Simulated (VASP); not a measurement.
# Al (I4/mmm) in VASP: notebook

Runs on Al. Level: PBE+D3(BJ). Tasks: single point.

Program: VASP 6.6.1. These are calculated values, not measurements. Logs are shortened: lines on timing, memory, paths and dates and some standing lists are left out, and cuts for length are marked.

### Step 1. The cell of the first run

The structure is tetragonal, space group I4/mmm (No. 139). The conventional cell has a = 2.902 Å, b = 2.902 Å, c = 3.939 Å, α = 90.00°, β = 90.00°, γ = 90.00°. Al (site symmetry 4/mmm) has 12 Al at 2.84 to 2.90 Å within 3.7 Å.

### Step 2. Single point, PBE+D3(BJ)

INCAR

```
  PREC = Accurate
  ENCUT = 520
  EDIFF = 1E-6
  ISMEAR = 0
  SIGMA = 0.15
  LREAL = False
  LASPH = True
  NELM = 80
  ALGO = Normal
  ISIF = 2
  LWAVE = False
  LCHARG = False
  GGA = PE
  IVDW = 12
  NBANDS = 8
```

KPOINTS

```
Automatic mesh
0
Gamma
  22 22 22
```

POSCAR

```
Al
1.0
    0.0000000000      2.0517091992      1.9696408312
    2.0517091992      0.0000000000      1.9696408312
    2.0517091992      2.0517091992      0.0000000000
Al
1
Direct
    0.0000000000      0.0000000000      0.0000000000
```

Potentials or basis: VASP PAW PBE potentials, release 64 (Al).

On the command line:

```
$ cat potpaw_PBE.64/Al/POTCAR > POTCAR
$ mpirun -np 1 vasp_std > vasp.out
```

OUTCAR:

```text
PREC = Accurate
   ENCUT = 520
   EDIFF = 1E-6
   ISMEAR = 0
   LREAL = False
   LASPH = True
   NELM = 80
   ISIF = 2
   GGA = PE
   IVDW = 12
 IVDW          = 12

 ion  position               nearest neighbor table
   1  0.000  0.000  0.000-

  LATTYP: Found a body centered tetragonal cell.
 ALAT       =     2.9015549756
 C/A-ratio  =     1.3576450199

  Lattice vectors:

 A1 = (   0.0000000000,  -2.0517091992,  -1.9696408312)
 A2 = (   0.0000000000,   2.0517091992,  -1.9696408312)
 A3 = (   2.0517091992,   0.0000000000,   1.9696408312)

Analysis of symmetry for initial positions (statically):
=====================================================================
 Subroutine PRICEL returns:
 Original cell was already a primitive cell.

 Routine SETGRP: Setting up the symmetry group for a
 body centered tetragonal supercell.

 Subroutine GETGRP returns: Found 16 space group operations
 (whereof 16 operations were pure point group operations)
 out of a pool of 16 trial point group operations.

The static configuration has the point symmetry D_4h.

Analysis of symmetry for dynamics (positions and initial velocities):
=====================================================================
 Subroutine PRICEL returns:
 Original cell was already a primitive cell.

 Routine SETGRP: Setting up the symmetry group for a
 body centered tetragonal supercell.

 Subroutine GETGRP returns: Found 16 space group operations
 (whereof 16 operations were pure point group operations)
 out of a pool of 16 trial point group operations.

The dynamic configuration has the point symmetry D_4h.

 Subroutine INISYM returns: Found 16 space group operations
 (whereof 16 operations are pure point group operations),
 and found     1 'primitive' translations

----------------------------------------------------------------------------------------

                                     Primitive cell

  volume of cell :      16.5824

  direct lattice vectors                    reciprocal lattice vectors
     0.000000000  2.051709199  1.969640831    -0.243699253  0.243699253  0.253853389
     2.051709199  0.000000000  1.969640831     0.243699253 -0.243699253  0.253853389
     2.051709199  2.051709199  0.000000000     0.243699253  0.243699253 -0.253853389

  length of vectors
     2.844115968  2.844115968  2.901554976     0.428042282  0.428042282  0.428042282

  position of ions in fractional coordinates (direct lattice)
     0.000000000  0.000000000  0.000000000

  ion indices of the primitive-cell ions
   primitive index   ion index
                 1           1

----------------------------------------------------------------------------------------

 KPOINTS: Automatic mesh

Automatic generation of k-mesh.
 Grid dimensions read from file:
 generate k-points for:   22   22   22

 Generating k-lattice:

  Cartesian coordinates                     Fractional coordinates (reciprocal lattice)
    -0.011077239  0.011077239  0.011538790     0.045454545  0.000000000  0.000000000
     0.011077239 -0.011077239  0.011538790     0.000000000  0.045454545  0.000000000
     0.011077239  0.011077239 -0.011538790     0.000000000  0.000000000  0.045454545

  Length of vectors
     0.019456467  0.019456467  0.019456467

  Shift w.r.t. Gamma in fractional coordinates (k-lattice)
     0.000000000  0.000000000  0.000000000

 Subroutine IBZKPT returns following result:
 ===========================================

 Found    834 irreducible k-points:

 Following reciprocal coordinates:
            Coordinates               Weight
  0.000000  0.000000  0.000000      1.000000
  0.045455  0.000000  0.000000      8.000000
  0.090909  0.000000  0.000000      8.000000
  0.136364  0.000000  0.000000      8.000000
  0.181818  0.000000  0.000000      8.000000
  0.227273 -0.000000  0.000000      8.000000
[... 16 lines left out ...]
  0.500000  0.045455  0.000000      8.000000
 -0.454545  0.045455  0.000000      8.000000
 [... further k-points ...]
   k-points           NKPTS =    834   k-points in BZ     NKDIM =    834   number of bands    NBANDS=      8
   number of dos      NEDOS =    301   number of ions     NIONS =      1
   total plane-waves  NPLWV =  13824
   dimension x,y,z NGX =    24 NGY =   24 NGZ =   24
   dimension x,y,z NGXF=    48 NGYF=   48 NGZF=   48
   ions per type =               1
   NGX,Y,Z   is equivalent  to a cutoff of  14.03, 14.03, 13.75 a.u.
   NGXF,Y,Z  is equivalent  to a cutoff of  28.06, 28.06, 27.50 a.u.
 SYSTEM =  unknown system
   PREC   = accura    normal or accurate (medium, high low for compatibility)
   ISTART =      0    job   : 0-new  1-cont  2-samecut
   ICHARG =      2    charge: 1-file 2-atom 10-const
   ISPIN  =      1    spin polarized calculation?
   LNONCOLLINEAR =      F non collinear calculations
   LSORBIT =      F    spin-orbit coupling
   LASPH  =      T    aspherical Exc in radial PAW
   ENCUT  =  520.0 eV  38.22 Ry    6.18 a.u.   5.29  5.29  5.39*2*pi/ulx,y,z
   NELM   =     80;   NELMIN=  2; NELMDL= -5     # of ELM steps
   EDIFF  = 0.1E-05   stopping-criterion for ELM
   LREAL  =      F    real-space projection
   EDIFFG = 0.1E-04   stopping-criterion for IOM
   NSW    =      0    number of steps for IOM
   IBRION =     -1    ionic relax: 0-MD 1-quasi-New 2-CG
   NFREE  =      0    steps in history (QN), initial steepest desc. (CG)
   ISIF   =      2    stress and relaxation
   ISYM   =      2    0-nonsym 1-usesym 2-fastsym
   POTIM  = 0.5000    time-step for ionic-motion
   TEBEG  =    0.0;   TEEND  =   0.0 temperature during run
   PSTRESS=    0.0 pullay stress
   NELECT =       3.0000    total number of electrons
   NUPDOWN=      -1.0000    fix difference up-down
   EMIN   =  10.00;   EMAX   =-10.00  energy-range for DOS
   EFERMI =   0.00;   METHOD = LEGACY
   ISMEAR =     0;   SIGMA  =   0.15  broadening in eV -4-tet -1-fermi 0-gaus
   EFERMI_NEDOS =   21; number of points for ismear=-14 and -15
   IALGO  =     38    algorithm
   IMIX   =      4    mixing-type and parameters
     AMIX     =   0.40;   BMIX     =  1.00
     AMIX_MAG =   1.60;   BMIX_MAG =  1.00
  volume/ion in A,a.u.               =      16.58       111.90
  Fermi-wavevector in a.u.,A,eV,Ry     =   0.925903  1.749704 11.664236  0.857297
  Thomas-Fermi vector in A             =   2.051808
   LORBIT       =      0    0 simple, 1 ext, 2 COOP (PROOUT), +10 PAW based schemes
   GGA     = PE    functional components
   LHFCALC =     F    Hartree Fock is set to
   AEXX    =    0.0000 exact exchange contribution
   IVDW    =    12    specifies the selected vdW correction
   LEPSILON=     F    determine dielectric tensor
   LRPA    =     F    only Hartree local field effects (RPA)
 non-spin polarized calculation
 Gauss-broadening in eV      SIGMA  =   0.15
  energy-cutoff  :      520.00
  volume of cell :       16.58
 maximum number of plane-waves:       463
 NGX is ok and might be reduce to    24
   NGX = 11   NGY = 11   NGZ = 11

 number of electron       3.0000000 magnetization

 Free energy of the ion-electron system (eV)
  ---------------------------------------------------
  ext. energy  EPLUGINS =         0.00000000
  ---------------------------------------------------
  free energy    TOTEN  =        -3.74585999 eV

  energy without entropy =       -3.74156509  energy(sigma->0) =       -3.74371254

 E-fermi :   7.9481     XC(G=0): -10.1786

 val. band max:        7.9401752275   @ k =   0.3636   0.0455   0.0000
 cond. band min:       7.9514074484   @ k =  -0.2727   0.3182   0.0909
 fundamental gap:      0.0112322209
 Fermi energy:         7.9480609845

 k-point     1 :       0.0000    0.0000    0.0000
  band No.  band energies     occupation
      1      -3.1517      2.00000
      2      20.4162      0.00000
      3      20.4162      0.00000
      4      20.8507      0.00000
      5      21.9167      0.00000
      6      22.0496      0.00000
      7      22.0496      0.00000
      8      24.4041      0.00000

 k-point     2 :       0.0455    0.0000    0.0000
  band No.  band energies     occupation
      1      -3.0957      2.00000
      2      19.3920      0.00000
      3      20.1852      0.00000
      4      20.4987      0.00000
      5      22.2558      0.00000
      6      22.3632      0.00000
      7      22.5347      0.00000
      8      25.0039      0.00000

 k-point     3 :       0.0909    0.0000    0.0000
  band No.  band energies     occupation
      1      -2.9277      2.00000
      2      17.6277      0.00000
      3      19.7483      0.00000
      4      20.0769      0.00000
      5      22.6733      0.00000
      6      22.9502      0.00000
      7      23.0239      0.00000
      8      25.4768      0.00000

 k-point     4 :       0.1364    0.0000    0.0000
  band No.  band energies     occupation
      1      -2.6482      2.00000
      2      15.7932      0.00000
      3      19.3178      0.00000
      4      19.6957      0.00000
      5      22.6025      0.00000
      6      23.5891      0.00000
      7      23.6958      0.00000
      8      24.8865      0.00000

 k-point     5 :       0.1818    0.0000    0.0000
  band No.  band energies     occupation
      1      -2.2578      2.00000
      2      13.9856      0.00000
      3      18.9514      0.00000
      4      19.3882      0.00000
      5      22.4639      0.00000
      6      23.2024      0.00000
      7      24.1001      0.00000
      8      25.3351      0.00000
[... 177 lines left out ...]
 k-point    22 :       0.4545    0.0455    0.0000
  band No.  band energies     occupation
      1       2.0793      2.00000
      2       5.1443      2.00000
      3      17.6167      0.00000
      4      19.2282      0.00000
      5      19.3813      0.00000
      6      20.3862      0.00000
      7      23.7903      0.00000
      8      23.9804      0.00000

 k-point    23 :       0.5000    0.0455    0.0000
  band No.  band energies     occupation
      1       3.1682      2.00000
      2       3.8983      2.00000
      3      17.8572      0.00000
      4      18.8880      0.00000
      5      19.5015      0.00000
      6      19.9967      0.00000
      7      23.4261      0.00000
      8      24.2658      0.00000

 k-point    24 :      -0.4545    0.0455    0.0000
  band No.  band energies     occupation
      1       2.7176      2.00000
      2       4.3888      2.00000
      3      18.1919      0.00000
      4      18.4934      0.00000
      5      19.7015      0.00000
      6      19.8654      0.00000
      7      23.0630      0.00000
      8      24.7360      0.00000

 [... further k-points ...]

------------------------ aborting loop because EDIFF is reached ----------------------------------------

 Edisp (eV)   -0.33457

 E8    (eV) :    -0.1496

  FORCE on cell =-STRESS in cart. coord.  units (eV):
  Direction    XX          YY          ZZ          XY          YZ          ZX
  --------------------------------------------------------------------------------------
  -------------------------------------------------------------------------------------
  Total      -0.46094    -0.46094    -0.22680     0.00000     0.00000    -0.00000
  in kB     -44.53588   -44.53588   -21.91350     0.00000     0.00000    -0.00000
  external pressure =      -37.00 kB  Pullay stress =        0.00 kB

 VOLUME and BASIS-vectors are now :
 -----------------------------------------------------------------------------
  energy-cutoff  :      520.00
  volume of cell :       16.58
      direct lattice vectors                 reciprocal lattice vectors
     0.000000000  2.051709199  1.969640831    -0.243699253  0.243699253  0.253853389
     2.051709199  0.000000000  1.969640831     0.243699253 -0.243699253  0.253853389
     2.051709199  2.051709199  0.000000000     0.243699253  0.243699253 -0.253853389

 POSITION                                       TOTAL-FORCE (eV/Angst)
 -----------------------------------------------------------------------------------
      0.00000      0.00000      0.00000         0.000000      0.000000     -0.000000
 -----------------------------------------------------------------------------------
    total drift:                                0.000000      0.000000     -0.000000

  FREE ENERGIE OF THE ION-ELECTRON SYSTEM (eV)
  ---------------------------------------------------
  free  energy   TOTEN  =        -4.0804332629 eV

  energy  without entropy=       -4.0761383694  energy(sigma->0) =       -4.07828582
```

Run time: 56 s. Hardware: 1 thread of AMD EPYC 9R45 (Zen 5), shared host; peak memory 0.19 GiB.

Results:

```yaml
Free_energy: -4.0804 eV
Pressure: -3.7 GPa
Dispersion_energy_per_atom: -0.335 eV
```

Caveat: pairwise dispersion overbinds metals, which lowers pressure and volume.

### Step 3. Single point, PBE+D3(BJ)

INCAR

```
PREC = Accurate ; ENCUT = 520
EDIFF = 1E-6 ; ISMEAR = 0
SIGMA = 0.15 ; LREAL = F
LASPH = T ; NELM = 100
ALGO = Normal ; ISIF = 2
LWAVE = F ; LCHARG = F
GGA = PE ; IVDW = 12
NBANDS = 8
```

KPOINTS

```
regular mesh
0
Gamma
  22 22 22
```

POSCAR

```
Al
1.0
    0.0000000000      1.9913294518      2.0908959244
    1.9913294518      0.0000000000      2.0908959244
    1.9913294518      1.9913294518      0.0000000000
Al
1
Direct
    0.0000000000      0.0000000000      0.0000000000
```

Potentials or basis: VASP PAW PBE potentials, release 64 (Al).

On the command line:

```
$ cat potpaw_PBE.64/Al/POTCAR > POTCAR
$ mpirun -np 1 vasp_std > vasp.out
```

OUTCAR:

```text
PREC = Accurate
   ENCUT = 520
   EDIFF = 1E-6
   ISMEAR = 0
   LREAL = F
   LASPH = T
   NELM = 100
   ISIF = 2
   GGA = PE
   IVDW = 12
 IVDW          = 12

 ion  position               nearest neighbor table
   1  0.000  0.000  0.000-

  LATTYP: Found a body centered tetragonal cell.
 ALAT       =     2.8161651179
 C/A-ratio  =     1.4849242405

  Lattice vectors:

 A1 = (  -1.9913294518,   0.0000000000,   2.0908959244)
 A2 = (   1.9913294518,   0.0000000000,   2.0908959244)
 A3 = (   0.0000000000,   1.9913294518,  -2.0908959244)

Analysis of symmetry for initial positions (statically):
=====================================================================
 Subroutine PRICEL returns:
 Original cell was already a primitive cell.

 Routine SETGRP: Setting up the symmetry group for a
 body centered tetragonal supercell.

 Subroutine GETGRP returns: Found 16 space group operations
 (whereof 16 operations were pure point group operations)
 out of a pool of 16 trial point group operations.

The static configuration has the point symmetry D_4h.

Analysis of symmetry for dynamics (positions and initial velocities):
=====================================================================
 Subroutine PRICEL returns:
 Original cell was already a primitive cell.

 Routine SETGRP: Setting up the symmetry group for a
 body centered tetragonal supercell.

 Subroutine GETGRP returns: Found 16 space group operations
 (whereof 16 operations were pure point group operations)
 out of a pool of 16 trial point group operations.

The dynamic configuration has the point symmetry D_4h.

 Subroutine INISYM returns: Found 16 space group operations
 (whereof 16 operations are pure point group operations),
 and found     1 'primitive' translations

----------------------------------------------------------------------------------------

                                     Primitive cell

  volume of cell :      16.5824

[... 108 lines left out ...]
  Fermi-wavevector in a.u.,A,eV,Ry     =   0.925903  1.749704 11.664236  0.857297
  Thomas-Fermi vector in A             =   2.051808
   LORBIT       =      0    0 simple, 1 ext, 2 COOP (PROOUT), +10 PAW based schemes
   GGA     = PE    functional components
   LHFCALC =     F    Hartree Fock is set to
   AEXX    =    0.0000 exact exchange contribution
   IVDW    =    12    specifies the selected vdW correction
   LEPSILON=     F    determine dielectric tensor
   LRPA    =     F    only Hartree local field effects (RPA)
 non-spin polarized calculation
 Gauss-broadening in eV      SIGMA  =   0.15
  energy-cutoff  :      520.00
  volume of cell :       16.58
 maximum number of plane-waves:       463
 NGX is ok and might be reduce to    24
   NGX = 11   NGY = 11   NGZ = 11

 number of electron       3.0000000 magnetization

 Free energy of the ion-electron system (eV)
  ---------------------------------------------------
  ext. energy  EPLUGINS =         0.00000000
  ---------------------------------------------------
  free energy    TOTEN  =        -3.74399771 eV

  energy without entropy =       -3.73940276  energy(sigma->0) =       -3.74170023

 E-fermi :   7.9484     XC(G=0): -10.1785

 val. band max:        7.9441521573   @ k =   0.5000  -0.0000   0.4091
 cond. band min:       7.9511956270   @ k =  -0.3182   0.0000   0.1364
 fundamental gap:      0.0070434698
 Fermi energy:         7.9483921404

 k-point     1 :       0.0000    0.0000    0.0000
  band No.  band energies     occupation
      1      -3.1517      2.00000
      2      20.2082      0.00000
      3      20.7500      0.00000
      4      20.7500      0.00000
      5      21.9621      0.00000
      6      21.9621      0.00000
      7      22.0971      0.00000
      8      24.4146      0.00000
[... 243 lines left out ...]
 k-point    24 :      -0.4545    0.0455    0.0000
  band No.  band energies     occupation
      1       2.8033      2.00000
      2       4.2915      2.00000
      3      17.0035      0.00000
      4      19.3313      0.00000
      5      19.8706      0.00000
      6      20.6553      0.00000
      7      23.5259      0.00000
      8      23.6622      0.00000

 [... further k-points ...]

------------------------ aborting loop because EDIFF is reached ----------------------------------------

 Edisp (eV)   -0.33457

 E8    (eV) :    -0.1496

  FORCE on cell =-STRESS in cart. coord.  units (eV):
  Direction    XX          YY          ZZ          XY          YZ          ZX
  --------------------------------------------------------------------------------------
  -------------------------------------------------------------------------------------
  Total      -0.28358    -0.28358    -0.56275     0.00000    -0.00000    -0.00000
  in kB     -27.39962   -27.39962   -54.37238     0.00000    -0.00000    -0.00000
  external pressure =      -36.39 kB  Pullay stress =        0.00 kB

 VOLUME and BASIS-vectors are now :
 -----------------------------------------------------------------------------
  energy-cutoff  :      520.00
  volume of cell :       16.58
      direct lattice vectors                 reciprocal lattice vectors
     0.000000000  1.991329452  2.090895924    -0.251088538  0.251088538  0.239131941
     1.991329452  0.000000000  2.090895924     0.251088538 -0.251088538  0.239131941
     1.991329452  1.991329452  0.000000000     0.251088538  0.251088538 -0.239131941

 POSITION                                       TOTAL-FORCE (eV/Angst)
 -----------------------------------------------------------------------------------
      0.00000      0.00000      0.00000         0.000000     -0.000000      0.000000
 -----------------------------------------------------------------------------------
    total drift:                                0.000000      0.000000     -0.000000

  FREE ENERGIE OF THE ION-ELECTRON SYSTEM (eV)
  ---------------------------------------------------
  free  energy   TOTEN  =        -4.0785672946 eV

  energy  without entropy=       -4.0739723434  energy(sigma->0) =       -4.07626982
```

Wall time 57 s (1 thread of AMD EPYC 9R45 (Zen 5), shared host); peak memory 0.19 GiB.

What came out:

```yaml
Free_energy: -4.0786 eV
Pressure: -3.6 GPa
Dispersion_energy_per_atom: -0.335 eV
```

Caveat: pairwise dispersion overbinds metals, which lowers pressure and volume.
